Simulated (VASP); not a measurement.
# Sn (C2/c) in VASP: further runs

The runs below take Sn through single point, with PBE.

Everything below comes from runs of VASP 6.6.1. Logs are shortened: lines on timing, memory, paths and dates and some standing lists are left out, and cuts for length are marked.

## Step 1: The cell of the first run

It takes space group C2/c (No. 15, monoclinic). The conventional cell has a = 3.066 Å, b = 7.930 Å, c = 4.381 Å, α = 90.00°, β = 109.44°, γ = 90.00°. Sn (site symmetry 2) has 10 Sn at 2.85 to 3.80 Å within 3.9 Å.

## Step 2: Single point, PBE (strained and its atoms moved)

Contents of INCAR:

```
SYSTEM = Sn
PREC     = Accurate       ! precision mode
ENCUT    = 520            ! plane-wave cutoff, eV
EDIFF    = 1E-6           ! SCF threshold, eV
ISMEAR   = 0              ! smearing method
SIGMA    = 0.1            ! smearing width, eV
LREAL    = .FALSE.        ! projectors in reciprocal space
LASPH    = .TRUE.         ! aspherical terms in the spheres
NELM     = 60             ! most SCF steps
ALGO     = Fast           ! electronic algorithm
ISIF     = 2              ! what is computed and relaxed
LWAVE    = .FALSE.        ! write WAVECAR
LCHARG   = .FALSE.        ! write CHGCAR
GGA      = PE             ! functional
NBANDS   = 21             ! bands
```

Contents of KPOINTS:

```
regular mesh
0
G
  14 14 10
  0 0 0
```

Contents of POSCAR:

```
Sn
1.0
   -2.7936366812      2.8135639839      1.5326910611
    2.8135639839     -2.7936366812      1.5326910611
    2.9112422994      2.9112422994     -1.4960569110
Sn
2
Direct
    0.7379749490      0.2620250510      0.5000000000
    0.0120250510     -0.0120250510      0.0000000000
```

Potentials or basis: VASP PAW PBE potentials, release 64 (Sn_d).

The run is started by

```
cat potpaw_PBE.64/Sn_d/POTCAR > POTCAR
mpirun -np 1 vasp_std > vasp.out
```

OUTCAR:

```text
SYSTEM = Sn
   PREC = Accurate
   ENCUT = 520
   EDIFF = 1E-6
   ISMEAR = 0
   LREAL = .FALSE.
   LASPH = .TRUE.
   NELM = 60
   ISIF = 2
   GGA = PE

 ion  position               nearest neighbor table
   1  0.738  0.262  0.500-   2 2.85   2 2.85   2 3.09   2 3.09   2 3.55   2 3.55
   2  0.012  0.988  0.000-   1 2.85   1 2.85   1 3.09   1 3.09   1 3.55   1 3.55

  LATTYP: Found a base centered monoclinic cell.
 ALAT       =     3.0655116620
 B/A-ratio  =     2.5867718351
 C/A-ratio  =     1.4289646930
 COS(beta)  =    -0.3328711555

  Lattice vectors:

 A1 = (  -2.7936366812,   2.8135639839,   1.5326910611)
 A2 = (   2.8135639839,  -2.7936366812,   1.5326910611)
 A3 = (   2.9112422994,   2.9112422994,  -1.4960569110)

Analysis of symmetry for initial positions (statically):
=====================================================================
 Subroutine PRICEL returns:
 Original cell was already a primitive cell.

 Routine SETGRP: Setting up the symmetry group for a
 base centered monoclinic supercell.

 Subroutine GETGRP returns: Found  4 space group operations
 (whereof  2 operations were pure point group operations)
 out of a pool of  4 trial point group operations.

The static configuration has the point symmetry C_2 .
 The point group associated with its full space group is C_2h.

Analysis of symmetry for dynamics (positions and initial velocities):
=====================================================================
 Subroutine PRICEL returns:
 Original cell was already a primitive cell.

 Routine SETGRP: Setting up the symmetry group for a
 base centered monoclinic supercell.

 Subroutine GETGRP returns: Found  4 space group operations
 (whereof  2 operations were pure point group operations)
 out of a pool of  4 trial point group operations.

The dynamic configuration has the point symmetry C_2 .
 The point group associated with its full space group is C_2h.

 Subroutine INISYM returns: Found  4 space group operations
 (whereof  2 operations are pure point group operations),
 and found     1 'primitive' translations

----------------------------------------------------------------------------------------

                                     Primitive cell

  volume of cell :      50.2062

  direct lattice vectors                    reciprocal lattice vectors
    -2.793636681  2.813563984  1.532691061    -0.005628697  0.172713413  0.325137426
     2.813563984 -2.793636681  1.532691061     0.172713413 -0.005628697  0.325137426
     2.911242299  2.911242299 -1.496056911     0.171176142  0.171176142 -0.002225549

  length of vectors
     4.250845808  4.250845808  4.380507931     0.368206397  0.368206397  0.242089852

  position of ions in fractional coordinates (direct lattice)
     0.737974949  0.262025051  0.500000000
     0.012025051  0.987974949  1.000000000

  ion indices of the primitive-cell ions
   primitive index   ion index
                 1           1
                 2           2

----------------------------------------------------------------------------------------

 KPOINTS: regular mesh

Automatic generation of k-mesh.
 Grid dimensions read from file:
 generate k-points for:   14   14   10

 Generating k-lattice:

  Cartesian coordinates                     Fractional coordinates (reciprocal lattice)
    -0.000402050  0.012336672  0.023224102     0.071428571 -0.000000000  0.000000000
     0.012336672 -0.000402050  0.023224102    -0.000000000  0.071428571  0.000000000
     0.017117614  0.017117614 -0.000222555    -0.000000000 -0.000000000  0.100000000

  Length of vectors
     0.026300457  0.026300457  0.024208985

  Shift w.r.t. Gamma in fractional coordinates (k-lattice)
     0.000000000  0.000000000  0.000000000

 Subroutine IBZKPT returns following result:
 ===========================================

 Found    534 irreducible k-points:

 Following reciprocal coordinates:
            Coordinates               Weight
  0.000000  0.000000  0.000000      1.000000
  0.071429 -0.000000  0.000000      4.000000
  0.142857  0.000000 -0.000000      4.000000
  0.214286  0.000000 -0.000000      4.000000
  0.285714  0.000000 -0.000000      4.000000
  0.357143 -0.000000 -0.000000      4.000000
[... 16 lines left out ...]
  0.214286  0.142857 -0.000000      4.000000
  0.285714  0.142857  0.000000      4.000000
 [... further k-points ...]
   k-points           NKPTS =    534   k-points in BZ     NKDIM =    534   number of bands    NBANDS=     21
   number of dos      NEDOS =    301   number of ions     NIONS =      2
   total plane-waves  NPLWV =  36864
   dimension x,y,z NGX =    32 NGY =   32 NGZ =   36
   dimension x,y,z NGXF=    64 NGYF=   64 NGZF=   72
   ions per type =               2
   NGX,Y,Z   is equivalent  to a cutoff of  12.51, 12.51, 13.66 a.u.
   NGXF,Y,Z  is equivalent  to a cutoff of  25.03, 25.03, 27.32 a.u.
 SYSTEM =  Sn
   PREC   = accura    normal or accurate (medium, high low for compatibility)
   ISTART =      0    job   : 0-new  1-cont  2-samecut
   ICHARG =      2    charge: 1-file 2-atom 10-const
   ISPIN  =      1    spin polarized calculation?
   LNONCOLLINEAR =      F non collinear calculations
   LSORBIT =      F    spin-orbit coupling
   LASPH  =      T    aspherical Exc in radial PAW
   ENCUT  =  520.0 eV  38.22 Ry    6.18 a.u.   7.90  7.90  8.14*2*pi/ulx,y,z
   NELM   =     60;   NELMIN=  2; NELMDL= -5     # of ELM steps
   EDIFF  = 0.1E-05   stopping-criterion for ELM
   LREAL  =      F    real-space projection
   EDIFFG = 0.1E-04   stopping-criterion for IOM
   NSW    =      0    number of steps for IOM
   IBRION =     -1    ionic relax: 0-MD 1-quasi-New 2-CG
   NFREE  =      0    steps in history (QN), initial steepest desc. (CG)
   ISIF   =      2    stress and relaxation
   ISYM   =      2    0-nonsym 1-usesym 2-fastsym
   POTIM  = 0.5000    time-step for ionic-motion
   TEBEG  =    0.0;   TEEND  =   0.0 temperature during run
   PSTRESS=    0.0 pullay stress
   NELECT =      28.0000    total number of electrons
   NUPDOWN=      -1.0000    fix difference up-down
   EMIN   =  10.00;   EMAX   =-10.00  energy-range for DOS
   EFERMI =   0.00;   METHOD = LEGACY
   ISMEAR =     0;   SIGMA  =   0.10  broadening in eV -4-tet -1-fermi 0-gaus
   EFERMI_NEDOS =   21; number of points for ismear=-14 and -15
   IALGO  =     68    algorithm
   IMIX   =      4    mixing-type and parameters
     AMIX     =   0.40;   BMIX     =  1.00
     AMIX_MAG =   1.60;   BMIX_MAG =  1.00
  volume/ion in A,a.u.               =      25.10       169.40
  Fermi-wavevector in a.u.,A,eV,Ry     =   1.347540  2.546481 24.706332  1.815864
  Thomas-Fermi vector in A             =   2.475282
   LORBIT       =      0    0 simple, 1 ext, 2 COOP (PROOUT), +10 PAW based schemes
   GGA     = PE    functional components
   LHFCALC =     F    Hartree Fock is set to
   AEXX    =    0.0000 exact exchange contribution
   IVDW    =     0    specifies the selected vdW correction
   LEPSILON=     F    determine dielectric tensor
   LRPA    =     F    only Hartree local field effects (RPA)
 non-spin polarized calculation
 RMM-DIIS sequential band-by-band and
 Gauss-broadening in eV      SIGMA  =   0.10
  energy-cutoff  :      520.00
  volume of cell :       50.21
 maximum number of plane-waves:      1377
   NGX = 15   NGY = 15   NGZ = 17

 number of electron      28.0000005 magnetization

 Free energy of the ion-electron system (eV)
  ---------------------------------------------------
  ext. energy  EPLUGINS =         0.00000000
  ---------------------------------------------------
  free energy    TOTEN  =        -7.37025093 eV

  energy without entropy =       -7.36606734  energy(sigma->0) =       -7.36815913

 E-fermi :   8.9734     XC(G=0): -10.6717

 val. band max:        8.9722014496   @ k =  -0.4286   0.0714   0.1000
 cond. band min:       8.9942417675   @ k =  -0.0714   0.5000   0.2000
 fundamental gap:      0.0220403179
 Fermi energy:         8.9733855130

 k-point     1 :       0.0000    0.0000    0.0000
  band No.  band energies     occupation
      1     -12.8254      2.00000
      2     -12.7394      2.00000
      3     -12.6826      2.00000
      4     -12.6695      2.00000
      5     -12.4516      2.00000
      6     -12.4490      2.00000
[... 13 lines left out ...]
     20      19.0441      0.00000
     21      19.7553      0.00000

 k-point     2 :       0.0714   -0.0000    0.0000
  band No.  band energies     occupation
      1     -12.8220      2.00000
      2     -12.7252      2.00000
      3     -12.6692      2.00000
      4     -12.6612      2.00000
      5     -12.4677      2.00000
      6     -12.4588      2.00000
[... 13 lines left out ...]
     20      18.9116      0.00000
     21      19.0969      0.00000

 k-point     3 :       0.1429    0.0000   -0.0000
  band No.  band energies     occupation
      1     -12.8112      2.00000
      2     -12.6872      2.00000
      3     -12.6512      2.00000
      4     -12.6237      2.00000
      5     -12.4960      2.00000
      6     -12.4713      2.00000
[... 13 lines left out ...]
     20      17.7094      0.00000
     21      18.0318      0.00000

 k-point     4 :       0.2143    0.0000   -0.0000
  band No.  band energies     occupation
      1     -12.7939      2.00000
      2     -12.6408      2.00000
      3     -12.6319      2.00000
      4     -12.5864      2.00000
      5     -12.5269      2.00000
      6     -12.4711      2.00000
[... 13 lines left out ...]
     20      16.9527      0.00000
     21      17.6790      0.00000

 k-point     5 :       0.2857    0.0000   -0.0000
  band No.  band energies     occupation
      1     -12.7739      2.00000
      2     -12.6220      2.00000
      3     -12.6143      2.00000
      4     -12.5805      2.00000
      5     -12.5447      2.00000
      6     -12.4778      2.00000
[... 13 lines left out ...]
     20      16.2825      0.00000
     21      18.2290      0.00000
[... 382 lines left out ...]
     20      19.4482      0.00000
     21      19.8446      0.00000

 k-point    22 :       0.1429    0.1429    0.0000
  band No.  band energies     occupation
      1     -12.7852      2.00000
      2     -12.6290      2.00000
      3     -12.6023      2.00000
      4     -12.5677      2.00000
      5     -12.5536      2.00000
      6     -12.4743      2.00000
[... 13 lines left out ...]
     20      16.7655      0.00000
     21      17.0928      0.00000

 k-point    23 :       0.2143    0.1429   -0.0000
  band No.  band energies     occupation
      1     -12.7696      2.00000
      2     -12.6259      2.00000
      3     -12.6090      2.00000
      4     -12.5954      2.00000
      5     -12.5349      2.00000
      6     -12.4878      2.00000
[... 13 lines left out ...]
     20      16.5675      0.00000
     21      17.7050      0.00000

 k-point    24 :       0.2857    0.1429    0.0000
  band No.  band energies     occupation
      1     -12.7566      2.00000
      2     -12.6388      2.00000
      3     -12.6215      2.00000
      4     -12.6111      2.00000
      5     -12.5209      2.00000
      6     -12.4843      2.00000
[... 13 lines left out ...]
     20      16.5163      0.00000
     21      18.6804      0.00000

 [... further k-points ...]

------------------------ aborting loop because EDIFF is reached ----------------------------------------

  FORCE on cell =-STRESS in cart. coord.  units (eV):
  Direction    XX          YY          ZZ          XY          YZ          ZX
  --------------------------------------------------------------------------------------
  -------------------------------------------------------------------------------------
  Total        2.6735024      2.6735024      2.8386699     -0.2329390      0.2650487      0.2650487
  in kB       85.3166256     85.3166256     90.5874399     -7.4335327      8.4582146      8.4582148
  external PRESSURE =      87.0735637 kB  Pullay stress =       0.0000000 kB

 VOLUME and BASIS-vectors are now :
 -----------------------------------------------------------------------------
  energy-cutoff  :      520.00
  volume of cell :       50.21
      direct lattice vectors                 reciprocal lattice vectors
    -2.793636681  2.813563984  1.532691061    -0.005628697  0.172713413  0.325137426
     2.813563984 -2.793636681  1.532691061     0.172713413 -0.005628697  0.325137426
     2.911242299  2.911242299 -1.496056911     0.171176142  0.171176142 -0.002225549

 POSITION                                       TOTAL-FORCE (eV/Angst)
 -----------------------------------------------------------------------------------
      0.13121      2.79996      0.78466        -0.673350      0.673350      0.000000
      2.74614     -2.72621      1.53269         0.673350     -0.673350     -0.000000
 -----------------------------------------------------------------------------------
    total drift:                               -0.000000      0.000000      0.000000

  FREE ENERGIE OF THE ION-ELECTRON SYSTEM (eV)
  ---------------------------------------------------
  free  energy   TOTEN  =        -7.3702509266 eV

  energy  without entropy=       -7.3660673401  energy(sigma->0) =       -7.36815913
```

Run time: 3.6 min. Hardware: 1 thread of Intel Xeon 6975P-C (Granite Rapids), shared host; peak memory 0.53 GiB.

What came out:

```
Free energy            : -7.3703 eV
Pressure               : 8.7 GPa
Largest force          : 0.952 eV/Å
Band gap on the k mesh : zero (bands 14 and 15 overlap by 4.45 eV)
```

Forces in eV/Å, atoms in the order of the input:
```
Sn  -0.673  0.673  0.000
Sn   0.673 -0.673  0.000
```

Caveat: the cell differs from its parent crystal (strained and its atoms moved); the cell stands under pressure; spin-orbit coupling is left out, which moves the levels of the heavy elements.

## Step 3: Single point, PBE (strained and its atoms moved)

Contents of INCAR:

```
SYSTEM = Sn
ALGO = Fast
EDIFF = 1E-7
ENCUT = 520
GGA = PE
ISIF = 2
ISMEAR = 0
LASPH = .TRUE.
LCHARG = .TRUE.
LELF = .TRUE.
LREAL = .FALSE.
LVHAR = .TRUE.
LWAVE = .FALSE.
NBANDS = 21
NELM = 80
PREC = Accurate
SIGMA = 0.1
```

Contents of KPOINTS:

```
k-points
0
G
  14 14 10
  0 0 0
```

Contents of POSCAR:

```
Sn
1.0
   -3.1162279309      3.1412730001      1.4809536417
    3.1412730001     -3.1162279309      1.4809536417
    2.7634110763      2.7634110763     -1.4349110422
Sn
2
Direct
    0.7572150306      0.2427849694      0.5000000000
   -0.0072150306      0.0072150306      0.0000000000
```

Potentials or basis: VASP PAW PBE potentials, release 64 (Sn_d).

The run is started by

```
cat potpaw_PBE.64/Sn_d/POTCAR > POTCAR
mpirun -np 1 vasp_std > vasp.out
```

OUTCAR:

```text
SYSTEM = Sn
   EDIFF = 1E-7
   ENCUT = 520
   GGA = PE
   ISIF = 2
   ISMEAR = 0
   LASPH = .TRUE.
   LREAL = .FALSE.
   NELM = 80
   PREC = Accurate

 ion  position               nearest neighbor table
   1  0.757  0.243  0.500-   2 2.95   2 2.95   2 3.15   2 3.15   2 3.65   2 3.65   2 3.75   2 3.75

   2  0.993  0.007  0.000-   1 2.95   1 2.95   1 3.15   1 3.15   1 3.65   1 3.65   1 3.75   1 3.75

  LATTYP: Found a base centered monoclinic cell.
 ALAT       =     2.9621190500
 B/A-ratio  =     2.9875378180
 C/A-ratio  =     1.4054647813
 COS(beta)  =    -0.3334199306

  Lattice vectors:

 A1 = (  -3.1162279309,   3.1412730001,   1.4809536417)
 A2 = (   3.1412730001,  -3.1162279309,   1.4809536417)
 A3 = (   2.7634110763,   2.7634110763,  -1.4349110422)

Analysis of symmetry for initial positions (statically):
=====================================================================
 Subroutine PRICEL returns:
 Original cell was already a primitive cell.

 Routine SETGRP: Setting up the symmetry group for a
 base centered monoclinic supercell.

 Subroutine GETGRP returns: Found  4 space group operations
 (whereof  2 operations were pure point group operations)
[... 164 lines left out ...]

  energy without entropy =       -7.38648253  energy(sigma->0) =       -7.38905543

 E-fermi :   8.6063     XC(G=0): -10.5556

 val. band max:        8.5994000034   @ k =   0.0714   0.0714   0.4000
 cond. band min:       8.6077743203   @ k =  -0.2143  -0.4286   0.1000
 fundamental gap:      0.0083743169
 Fermi energy:         8.6063473527

 k-point     1 :       0.0000    0.0000    0.0000
  band No.  band energies     occupation
      1     -13.0901      2.00000
      2     -13.0619      2.00000
      3     -13.0330      2.00000
      4     -12.9315      2.00000
      5     -12.7199      2.00000
      6     -12.7179      2.00000
[... 565 lines left out ...]
     20      16.9062      0.00000
     21      17.3082      0.00000

 [... further k-points ...]

------------------------ aborting loop because EDIFF is reached ----------------------------------------

  FORCE on cell =-STRESS in cart. coord.  units (eV):
  Direction    XX          YY          ZZ          XY          YZ          ZX
  --------------------------------------------------------------------------------------
  -------------------------------------------------------------------------------------
  Total        1.5756418      1.5756418      3.5415403      0.6309834     -0.3041080     -0.3041078
  in kB       49.0735548     49.0735548    110.3017056     19.6520564     -9.4714793     -9.4714738
  external PRESSURE =      69.4829384 kB  Pullay stress =       0.0000000 kB

 VOLUME and BASIS-vectors are now :
 -----------------------------------------------------------------------------
  energy-cutoff  :      520.00
  volume of cell :       51.44
      direct lattice vectors                 reciprocal lattice vectors
    -3.116227931  3.141273000  1.480953642     0.007367984  0.167176190  0.336144394
     3.141273000 -3.116227931  1.480953642     0.167176190  0.007367984  0.336144394
     2.763411076  2.763411076 -1.434911042     0.180144847  0.180144847 -0.003046510

 POSITION                                       TOTAL-FORCE (eV/Angst)
 -----------------------------------------------------------------------------------
     -0.21530      3.00375      0.76350         0.330982     -0.330982      0.000000
     -3.07108      3.09612      1.48095        -0.330982      0.330982     -0.000000
 -----------------------------------------------------------------------------------
    total drift:                               -0.000000      0.000000     -0.000000

  FREE ENERGIE OF THE ION-ELECTRON SYSTEM (eV)
  ---------------------------------------------------
  free  energy   TOTEN  =        -7.3916283418 eV

  energy  without entropy=       -7.3864825265  energy(sigma->0) =       -7.38905543
```

It took 5 min on 1 thread of Intel Xeon 6975P-C (Granite Rapids), shared host; peak memory 0.55 GiB.

Results:

```yaml
Free_energy: -7.3916 eV
Pressure: 6.9 GPa
Largest_force: 0.468 eV/Å
Band_gap_on_the_k_mesh: zero (bands 14 and 15 overlap by 4.22 eV)
```

Forces on the atoms (eV/Å):
```
Sn   0.331 -0.331  0.000
Sn  -0.331  0.331  0.000
```

Levels at points of the mesh, in eV from the Fermi level:
| k point | band 11 | band 12 | band 13 | band 14 | band 15 | band 16 | band 17 | band 18 |
| --- | --- | --- | --- | --- | --- | --- | --- | --- |
| (0.00, 0.00, 0.00) | -11.54 | -4.47 | -3.14 | -1.49 | 2.87 | 5.66 | 6.17 | 8.61 |
| (0.50, 0.00, 0.00) | -6.60 | -5.16 | -2.34 | -2.07 | -0.51 | 2.54 | 3.41 | 4.44 |
| (0.50, 0.50, 0.00) | -9.91 | -9.15 | 0.43 | 1.26 | 1.80 | 1.96 | 7.72 | 8.10 |
| (0.00, 0.00, 0.50) | -9.08 | -9.08 | -0.42 | -0.42 | 0.38 | 0.38 | 7.56 | 7.56 |
| (0.50, 0.00, 0.50) | -6.22 | -5.36 | -2.25 | -2.18 | -0.78 | 2.22 | 2.94 | 4.95 |
| (0.50, 0.50, 0.50) | -8.04 | -8.04 | -5.09 | -5.09 | 6.92 | 6.92 | 7.98 | 7.98 |

Caveat: the cell differs from its parent crystal (strained and its atoms moved); the cell stands under pressure; spin-orbit coupling is left out, which moves the levels of the heavy elements.
